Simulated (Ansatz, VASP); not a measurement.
## One calculation of NbSnTe4, two programs

File INCAR:

```
SYSTEM = NbSnTe4
  PREC = Accurate
  ENCUT = 600
  EDIFF = 1E-6
  ISMEAR = 0
  SIGMA = 0.1
  LREAL = .False.
  LASPH = .True.
  NELM = 60
  ALGO = Normal
  ISIF = 3
  LWAVE = .False.
  LCHARG = .False.
  GGA = PE
  IBRION = 2
  NSW = 90
  EDIFFG = -0.04
```

File KPOINTS:

```
regular mesh
0
Gamma
  6 6 2
  0 0 0
```

The input POSCAR:

```
NbSnTe4
1.0
    4.3494730100      0.0000000000      0.0000000000
   -2.1747365100      3.7667541200      0.0000000000
    0.0000000000      0.0000000000      9.1894376500
Nb Sn Te
1 1 4
Direct
    0.0000000000      0.0000000000      0.5000000000
    0.0000000000      0.0000000000      0.0000000000
    0.3333333300      0.6666666700      0.7438020100
    0.3333333300      0.6666666700      0.2561979900
    0.6666666700      0.3333333300      0.7438020100
    0.6666666700      0.3333333300      0.2561979900
```

Input for Ansatz:

```yaml
crystal:
  lattice:
    - [4.34947301, 0.0, 0.0]
    - [-2.17473651, 3.76675412, 0.0]
    - [0.0, 0.0, 9.18943765]
  atoms:
    - { symbol: Nb, position: [0.0, 0.0, 0.5] }
    - { symbol: Sn, position: [0.0, 0.0, 0.0] }
    - { symbol: Te, position: [0.33333333, 0.66666667, 0.74380201] }
    - { symbol: Te, position: [0.33333333, 0.66666667, 0.25619799] }
    - { symbol: Te, position: [0.66666667, 0.33333333, 0.74380201] }
    - { symbol: Te, position: [0.66666667, 0.33333333, 0.25619799] }
basis:
  ecutwfc: 420
kpoints:
  mp_grid: { grid: [6, 6, 2] }
hamiltonian:
  xc: pbe
scf:
  occupations: { method: gaussian, width: 0.1 }
  lower_state_search: "off"
output:
  forces: true
  stress: true
  eigenvalues: true
relax:
  adjacent_minimum: "off"
  f_tol: 0.04
  max_steps: 70
  cell: { stress_tol: 0.4 }
```

Change from the starting cell: species swapped into the TiB4Mo type (P6/mmm, No. 191).

Alike in both runs: task relaxation of cell and atoms; functional PBE; k mesh 6 × 6 × 2; occupations gaussian, width 0.1 eV; no spin polarisation.

|  | VASP | Ansatz |
| --- | --- | --- |
| version | VASP 6.6.1 | Ansatz 0.2.0 |
| potentials or method | VASP PAW PBE potentials, release 64 (Nb_sv, Sn_d, Te), cutoff 600 eV | scalar-relativistic, plane waves, PAW |
| valence electrons in the cell | 51 | 91 |

|  | VASP | Ansatz | Ansatz less VASP |
| --- | --- | --- | --- |
| gap on the k mesh at the Fermi level, each at its own relaxed structure (eV) | none | none | - |
| relaxed volume (Å³/atom) | 26.74 | 26.83 | +0.093 |
| relaxed cell length with the largest relative difference (Å) | 5.448 | 5.458 | +0.0105 |

A gap of «none» marks a metal or a gap that the smearing closes. VASP's potentials hold 51 valence electrons a cell and Ansatz's 91, so a difference there can come from the potentials and not from the codes.

Neither program's run includes spin-orbit coupling.
